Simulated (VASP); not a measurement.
**Tl2Zn: single point with PBE+D3(BJ)**

The system is Tl2Zn.

```
CELL_PARAMETERS angstrom
7.07555 0.00000 0.00000
0.00000 7.07555 0.00000
0.00000 0.00000 3.61886
ATOMIC_POSITIONS crystal
Zn 0.00000 0.00000 0.00000
Zn 0.50000 0.50000 0.50000
Tl 0.27673 0.27673 0.00000
Tl 0.22327 0.77673 0.50000
Tl 0.72327 0.72327 0.00000
Tl 0.77673 0.22327 0.50000
```

| Item | Value |
| --- | --- |
| Program | VASP 6.6.1 |
| Task | single point |
| Functional | PBE |
| Dispersion | D3(BJ) |
| Potentials or basis | VASP PAW PBE potentials, release 64 (Zn, Tl_d) |
| Cutoff | 520 eV |
| k mesh | 6 × 6 × 10 |
| Occupations | gaussian, width 0.1 eV |
| Spin | no spin polarisation |

The pressure is -1.5 GPa, the largest force is 0.006 eV/Å and the band gap on the k mesh is zero (bands 38 and 39 overlap by 1.21 eV). The dispersion energy per atom is -0.278 eV.

Forces in eV/Å, atoms in the order of the input:
```
Zn   0.000  0.000  0.000
Zn   0.000  0.000  0.000
Tl  -0.004 -0.004  0.000
Tl   0.004 -0.004  0.000
Tl   0.004  0.004  0.000
Tl  -0.004  0.004  0.000
```

Levels at points of the mesh, in eV from the Fermi level:
```tsv
k point	band 35	band 36	band 37	band 38	band 39	band 40	band 41	band 42
(0.00, 0.00, 0.00)	-4.05	-1.73	-1.44	-1.44	0.35	3.16	4.21	4.21
(0.50, 0.00, 0.00)	-3.49	-3.49	0.21	0.21	1.57	1.57	3.51	3.51
(0.50, 0.50, 0.00)	-1.39	-1.39	-0.54	-0.54	1.53	1.53	1.69	1.69
(0.00, 0.00, 0.50)	-2.66	-2.66	-1.12	-1.12	0.24	0.24	1.41	1.41
(0.50, 0.00, 0.50)	-2.33	-2.33	-1.62	-1.62	-0.28	-0.28	0.81	0.81
(0.50, 0.50, 0.50)	-3.73	-3.73	-1.89	-1.89	1.73	1.73	2.08	2.08
```

It took 6.8 min on 1 thread of Oxide Virtual Turin-like Processor, with other jobs on the host, peak memory 0.52 GiB.

Caveat: spin-orbit coupling is left out, which moves the levels of the heavy elements.
